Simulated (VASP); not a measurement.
# Al2Cu (I4/mmm) in VASP: further runs

Runs on Al2Cu. Level: PBE. Tasks: single point.

Everything below comes from runs of VASP 6.6.1. Logs are shortened: lines on timing, memory, paths and dates and some standing lists are left out, and cuts for length are marked.

## Step 1: The cell of the first run

Symmetry: I4/mmm, No. 139, tetragonal system. The conventional cell has a = 2.782 Å, b = 2.782 Å, c = 11.378 Å, α = 90.00°, β = 90.00°, γ = 90.00°. Within 3.6 Å of Al (site symmetry 4mm) lie 4 Cu at 2.64 Å and 9 Al at 2.78 to 3.52 Å. Within 3.5 Å of Cu (site symmetry 4/mmm) lie 8 Al at 2.64 Å and 4 Cu at 2.78 Å.

## Step 2: Single point, PBE

The input, INCAR:

```
SYSTEM = Al2Cu
PREC = Accurate
ENCUT = 520
EDIFF = 1E-6
ISMEAR = 0
SIGMA = 0.1
LREAL = .FALSE.
LASPH = .TRUE.
NELM = 100
ALGO = Normal
ISIF = 2
LWAVE = .FALSE.
LCHARG = .FALSE.
GGA = PE
NBANDS = 16
```

The input, KPOINTS:

```
regular mesh
0
G
  8 8 8
  0 0 0
```

The input, POSCAR:

```
Al2Cu
1.0
   -1.3911270000      1.3911270000      5.6892322000
    1.3911270000     -1.3911270000      5.6892322000
    1.3911270000      1.3911270000     -5.6892322000
Al Cu
2 1
Direct
    0.6545720000      0.6545720000      0.0000000000
    0.3454280000      0.3454280000      0.0000000000
    0.0000000000      0.0000000000      0.0000000000
```

Potentials or basis: VASP PAW PBE potentials, release 64 (Al, Cu).

Run with:

```console
$ cat potpaw_PBE.64/Al/POTCAR potpaw_PBE.64/Cu/POTCAR > POTCAR
$ mpirun -np 1 vasp_std > vasp.out
```

OUTCAR:

```text
SYSTEM = Al2Cu
   PREC = Accurate
   ENCUT = 520
   EDIFF = 1E-6
   ISMEAR = 0
   LREAL = .FALSE.
   LASPH = .TRUE.
   NELM = 100
   ISIF = 2
   GGA = PE

 ion  position               nearest neighbor table
   1  0.655  0.655  0.000-   3 2.64   3 2.64   3 2.64   3 2.64   2 2.93   2 2.93   2 2.93   2 2.93

   2  0.345  0.345  0.000-   3 2.64   3 2.64   3 2.64   3 2.64   1 2.93   1 2.93   1 2.93   1 2.93

   3  0.000  0.000  0.000-   1 2.64   1 2.64   1 2.64   2 2.64   2 2.64   2 2.64   1 2.64   2 2.64

  LATTYP: Found a body centered tetragonal cell.
 ALAT       =     2.7822540000
 C/A-ratio  =     4.0896569472

  Lattice vectors:

 A1 = (  -1.3911270000,   1.3911270000,   5.6892322000)
 A2 = (   1.3911270000,  -1.3911270000,   5.6892322000)
 A3 = (   1.3911270000,   1.3911270000,  -5.6892322000)

Analysis of symmetry for initial positions (statically):
=====================================================================
 Subroutine PRICEL returns:
 Original cell was already a primitive cell.

 Routine SETGRP: Setting up the symmetry group for a
 body centered tetragonal supercell.

 Subroutine GETGRP returns: Found 16 space group operations
 (whereof 16 operations were pure point group operations)
 out of a pool of 16 trial point group operations.

The static configuration has the point symmetry D_4h.

Analysis of symmetry for dynamics (positions and initial velocities):
=====================================================================
 Subroutine PRICEL returns:
 Original cell was already a primitive cell.

 Routine SETGRP: Setting up the symmetry group for a
 body centered tetragonal supercell.

 Subroutine GETGRP returns: Found 16 space group operations
 (whereof 16 operations were pure point group operations)
 out of a pool of 16 trial point group operations.

The dynamic configuration has the point symmetry D_4h.

 Subroutine INISYM returns: Found 16 space group operations
 (whereof 16 operations are pure point group operations),
 and found     1 'primitive' translations

----------------------------------------------------------------------------------------

                                     Primitive cell

  volume of cell :      44.0400

  direct lattice vectors                    reciprocal lattice vectors
    -1.391127000  1.391127000  5.689232200     0.000000000  0.359420815  0.087885321
     1.391127000 -1.391127000  5.689232200     0.359420815  0.000000000  0.087885321
     1.391127000  1.391127000 -5.689232200     0.359420815  0.359420815  0.000000000

  length of vectors
     6.019786681  6.019786681  6.019786681     0.370009665  0.370009665  0.508297791

  position of ions in fractional coordinates (direct lattice)
     0.654572000  0.654572000  0.000000000
     0.345428000  0.345428000  0.000000000
     0.000000000  0.000000000  0.000000000

  ion indices of the primitive-cell ions
   primitive index   ion index
                 1           1
                 2           2
                 3           3

----------------------------------------------------------------------------------------

 KPOINTS: regular mesh

Automatic generation of k-mesh.
 Grid dimensions read from file:
 generate k-points for:    8    8    8

 Generating k-lattice:

  Cartesian coordinates                     Fractional coordinates (reciprocal lattice)
     0.000000000  0.044927602  0.010985665     0.125000000  0.000000000  0.000000000
     0.044927602  0.000000000  0.010985665     0.000000000  0.125000000  0.000000000
     0.044927602  0.044927602  0.000000000     0.000000000  0.000000000  0.125000000

  Length of vectors
     0.046251208  0.046251208  0.063537224

  Shift w.r.t. Gamma in fractional coordinates (k-lattice)
     0.000000000  0.000000000  0.000000000

 Subroutine IBZKPT returns following result:
 ===========================================

 Found     59 irreducible k-points:

 Following reciprocal coordinates:
            Coordinates               Weight
  0.000000  0.000000  0.000000      1.000000
  0.125000 -0.000000  0.000000      8.000000
  0.250000 -0.000000  0.000000      8.000000
  0.375000 -0.000000  0.000000      8.000000
  0.500000 -0.000000  0.000000      4.000000
  0.125000  0.125000  0.000000      8.000000
[... 16 lines left out ...]
  0.250000  0.125000  0.125000     16.000000
  0.375000  0.125000  0.125000      8.000000
 [... further k-points ...]
   k-points           NKPTS =     59   k-points in BZ     NKDIM =     59   number of bands    NBANDS=     16
   number of dos      NEDOS =    301   number of ions     NIONS =      3
   total plane-waves  NPLWV = 110592
   dimension x,y,z NGX =    48 NGY =   48 NGZ =   48
   dimension x,y,z NGXF=    96 NGYF=   96 NGZF=   96
   ions per type =               2   1
   NGX,Y,Z   is equivalent  to a cutoff of  13.26, 13.26, 13.26 a.u.
   NGXF,Y,Z  is equivalent  to a cutoff of  26.51, 26.51, 26.51 a.u.
 SYSTEM =  Al2Cu
   PREC   = accura    normal or accurate (medium, high low for compatibility)
   ISTART =      0    job   : 0-new  1-cont  2-samecut
   ICHARG =      2    charge: 1-file 2-atom 10-const
   ISPIN  =      1    spin polarized calculation?
   LNONCOLLINEAR =      F non collinear calculations
   LSORBIT =      F    spin-orbit coupling
   LASPH  =      T    aspherical Exc in radial PAW
   ENCUT  =  520.0 eV  38.22 Ry    6.18 a.u.  11.19 11.19 11.19*2*pi/ulx,y,z
   NELM   =    100;   NELMIN=  2; NELMDL= -5     # of ELM steps
   EDIFF  = 0.1E-05   stopping-criterion for ELM
   LREAL  =      F    real-space projection
   EDIFFG = 0.1E-04   stopping-criterion for IOM
   NSW    =      0    number of steps for IOM
   IBRION =     -1    ionic relax: 0-MD 1-quasi-New 2-CG
   NFREE  =      0    steps in history (QN), initial steepest desc. (CG)
   ISIF   =      2    stress and relaxation
   ISYM   =      2    0-nonsym 1-usesym 2-fastsym
   POTIM  = 0.5000    time-step for ionic-motion
   TEBEG  =    0.0;   TEEND  =   0.0 temperature during run
   PSTRESS=    0.0 pullay stress
   NELECT =      17.0000    total number of electrons
   NUPDOWN=      -1.0000    fix difference up-down
   EMIN   =  10.00;   EMAX   =-10.00  energy-range for DOS
   EFERMI =   0.00;   METHOD = LEGACY
   ISMEAR =     0;   SIGMA  =   0.10  broadening in eV -4-tet -1-fermi 0-gaus
   EFERMI_NEDOS =   21; number of points for ismear=-14 and -15
   IALGO  =     38    algorithm
   IMIX   =      4    mixing-type and parameters
     AMIX     =   0.40;   BMIX     =  1.00
     AMIX_MAG =   1.60;   BMIX_MAG =  1.00
  volume/ion in A,a.u.               =      14.68        99.07
  Fermi-wavevector in a.u.,A,eV,Ry     =   1.191998  2.252549 19.331952  1.420858
  Thomas-Fermi vector in A             =   2.328046
   LORBIT       =      0    0 simple, 1 ext, 2 COOP (PROOUT), +10 PAW based schemes
   GGA     = PE    functional components
   LHFCALC =     F    Hartree Fock is set to
   AEXX    =    0.0000 exact exchange contribution
   IVDW    =     0    specifies the selected vdW correction
   LEPSILON=     F    determine dielectric tensor
   LRPA    =     F    only Hartree local field effects (RPA)
 non-spin polarized calculation
 Gauss-broadening in eV      SIGMA  =   0.10
  energy-cutoff  :      520.00
  volume of cell :       44.04
 maximum number of plane-waves:      1209
 NGX is ok and might be reduce to    48
   NGX = 23   NGY = 23   NGZ = 23

 number of electron      16.9999997 magnetization

 Free energy of the ion-electron system (eV)
  ---------------------------------------------------
  ext. energy  EPLUGINS =         0.00000000
  ---------------------------------------------------
  free energy    TOTEN  =       -11.45963449 eV

  energy without entropy =      -11.45136649  energy(sigma->0) =      -11.45550049

 E-fermi :   8.2915     XC(G=0): -10.9388

 val. band max:        8.2733142360   @ k =   0.3750   0.3750   0.1250
 cond. band min:       8.2923820919   @ k =   0.2500   0.2500   0.2500
 fundamental gap:      0.0190678558
 Fermi energy:         8.2915282772

 k-point     1 :       0.0000    0.0000    0.0000
  band No.  band energies     occupation
      1      -2.7600      2.00000
      2       1.5564      2.00000
      3       1.8354      2.00000
      4       3.9954      2.00000
      5       4.7777      2.00000
      6       4.8656      2.00000
[... 8 lines left out ...]
     15      16.5132      0.00000
     16      17.4516      0.00000

 k-point     2 :       0.1250   -0.0000    0.0000
  band No.  band energies     occupation
      1      -2.4404      2.00000
      2       1.4371      2.00000
      3       2.4572      2.00000
      4       4.0519      2.00000
      5       4.7729      2.00000
      6       4.8802      2.00000
[... 8 lines left out ...]
     15      17.2715      0.00000
     16      18.9434      0.00000

 k-point     3 :       0.2500   -0.0000    0.0000
  band No.  band energies     occupation
      1      -1.4926      2.00000
      2       1.7413      2.00000
      3       3.4032      2.00000
      4       4.1842      2.00000
      5       4.6363      2.00000
      6       4.9155      2.00000
[... 8 lines left out ...]
     15      18.1802      0.00000
     16      18.5260      0.00000

 k-point     4 :       0.3750   -0.0000    0.0000
  band No.  band energies     occupation
      1       0.0437      2.00000
      2       2.4522      2.00000
      3       3.7707      2.00000
      4       4.1462      2.00000
      5       4.4289      2.00000
      6       4.8606      2.00000
[... 8 lines left out ...]
     15      19.8430      0.00000
     16      19.9046      0.00000

 k-point     5 :       0.5000   -0.0000    0.0000
  band No.  band energies     occupation
      1       1.8952      2.00000
      2       2.2138      2.00000
      3       3.0197      2.00000
      4       4.1928      2.00000
      5       4.3230      2.00000
      6       4.7986      2.00000
[... 8 lines left out ...]
     15      19.8185      0.00000
     16      21.2323      0.00000

 k-point     6 :       0.1250    0.1250    0.0000
  band No.  band energies     occupation
      1      -2.0875      2.00000
      2       1.2478      2.00000
      3       3.0961      2.00000
      4       4.1153      2.00000
      5       4.7321      2.00000
      6       4.7768      2.00000
[... 8 lines left out ...]
     15      19.6014      0.00000
     16      20.2713      0.00000
[... 267 lines left out ...]
 k-point    21 :       0.5000    0.5000    0.0000
  band No.  band energies     occupation
      1       3.2120      2.00000
      2       3.7845      2.00000
      3       3.9305      2.00000
      4       4.6231      2.00000
      5       5.6049      2.00000
      6       5.9428      2.00000
[... 8 lines left out ...]
     15      13.1456      0.00000
     16      15.8512      0.00000

 k-point    22 :       0.1250    0.1250    0.1250
  band No.  band energies     occupation
      1      -0.3248      2.00000
      2       2.6045      2.00000
      3       3.8887      2.00000
      4       4.3778      2.00000
      5       4.4881      2.00000
      6       4.8140      2.00000
[... 8 lines left out ...]
     15      17.7858      0.00000
     16      18.0960      0.00000

 k-point    23 :       0.2500    0.1250    0.1250
  band No.  band energies     occupation
      1       1.1519      2.00000
      2       3.1127      2.00000
      3       3.9974      2.00000
      4       4.1657      2.00000
      5       4.5860      2.00000
      6       4.8772      2.00000
[... 8 lines left out ...]
     15      16.1654      0.00000
     16      17.7571      0.00000

 k-point    24 :       0.3750    0.1250    0.1250
  band No.  band energies     occupation
      1       2.8874      2.00000
      2       2.9026      2.00000
      3       3.6636      2.00000
      4       3.9594      2.00000
      5       4.6489      2.00000
      6       4.7976      2.00000
[... 8 lines left out ...]
     15      15.6406      0.00000
     16      17.1370      0.00000

 [... further k-points ...]

------------------------ aborting loop because EDIFF is reached ----------------------------------------

  FORCE on cell =-STRESS in cart. coord.  units (eV):
  Direction    XX          YY          ZZ          XY          YZ          ZX
  --------------------------------------------------------------------------------------
  -------------------------------------------------------------------------------------
  Total       -0.3715398     -0.3715398      0.8138589      0.0000000      0.0000000     -0.0000000
  in kB      -13.5166385    -13.5166385     29.6082318      0.0000000      0.0000000     -0.0000000
  external PRESSURE =       0.8583183 kB  Pullay stress =       0.0000000 kB

 VOLUME and BASIS-vectors are now :
 -----------------------------------------------------------------------------
  energy-cutoff  :      520.00
  volume of cell :       44.04
      direct lattice vectors                 reciprocal lattice vectors
    -1.391127000  1.391127000  5.689232200     0.000000000  0.359420815  0.087885321
     1.391127000 -1.391127000  5.689232200     0.359420815  0.000000000  0.087885321
     1.391127000  1.391127000 -5.689232200     0.359420815  0.359420815  0.000000000

 POSITION                                       TOTAL-FORCE (eV/Angst)
 -----------------------------------------------------------------------------------
      0.00000      0.00000      7.44802        -0.000000     -0.000000     -0.204904
      0.00000      0.00000      3.93044         0.000000      0.000000      0.204904
      0.00000      0.00000      0.00000         0.000000      0.000000     -0.000000
 -----------------------------------------------------------------------------------
    total drift:                                0.000000     -0.000000     -0.000000

  FREE ENERGIE OF THE ION-ELECTRON SYSTEM (eV)
  ---------------------------------------------------
  free  energy   TOTEN  =       -11.4596344931 eV

  energy  without entropy=      -11.4513664945  energy(sigma->0) =      -11.45550049
```

It took 1.8 min on 1 thread of Intel Xeon Platinum 8559C (Emerald Rapids), shared host; peak memory 0.31 GiB.

Results:

| Quantity | Value |
| --- | --- |
| Free energy | -11.4596 eV |
| Pressure | 0.1 GPa |
| Largest force | 0.205 eV/Å |
| Band gap on the k mesh | zero (an odd number of electrons rules out a gap without spin polarisation) |

Forces on the atoms (eV/Å):
```
Al   0.000  0.000 -0.205
Al   0.000  0.000  0.205
Cu   0.000  0.000  0.000
```

Levels at points of the mesh, in eV from the Fermi level:
```tsv
k point	band 6	band 7	band 8	band 9	band 10	band 11
(0.00, 0.00, 0.00)	-3.43	-3.43	-3.04	6.37	6.78	7.77
(0.50, 0.00, 0.00)	-3.49	-3.33	-2.95	-1.55	0.50	2.16
(0.50, 0.50, 0.00)	-2.35	-0.92	-0.78	-0.03	0.10	2.44
(0.50, 0.50, 0.50)	-3.42	-3.04	-1.59	1.10	6.78	6.82
```

(Part 1 of 2 ends here.)
